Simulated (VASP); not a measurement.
CdS:

```xyz
2
Lattice="0.0000 2.9165 2.9165 2.9165 0.0000 2.9165 2.9165 2.9165 0.0000" Properties=species:S:1:pos:R:3 pbc="T T T"
Cd    0.0000    0.0000    0.0000
S     1.4583    1.4583    1.4583
```

```yaml
Program: VASP 6.6.1
Task: relaxation of cell and atoms
Functional: PBE
Potentials_or_basis: VASP PAW PBE potentials, release 64 (Cd, S)
Cutoff: 600 eV
k_mesh: 8 × 8 × 8
Occupations: gaussian, width 0.02 eV
Spin: no spin polarisation
```

At the start: pressure 3.2 GPa; volume 24.81 Å³/atom.

Question: How do energy, volume and symmetry change on relaxing?

Answer: Over 5 steps the energy falls by 12.6 meV/atom and the volume is 26.14 Å³/atom (+5.4 %); space group F-43m (No. 216, to 0.05 Å).

Step by step:
| step | energy change (eV) | largest force (eV/Å) | pressure (GPa) | volume (Å³) |
| --- | --- | --- | --- | --- |
| 1 | 0.0000 | 0.0000 | 3.18 | 49.62 |
| 2 | -0.0226 | 0.0000 | -0.91 | 53.23 |
| 3 | -0.0253 | 0.0000 | 0.03 | 52.29 |
| 4 | -0.0253 | 0.0000 | -0.05 | 52.35 |
| 5 | -0.0253 | 0.0000 | -0.01 | 52.28 |

Final structure:
```
CELL_PARAMETERS angstrom
0.00000 2.96786 2.96786
2.96786 0.00000 2.96786
2.96786 2.96786 0.00000
ATOMIC_POSITIONS crystal
Cd 0.00000 0.00000 0.00000
S 0.25000 0.25000 0.25000
```
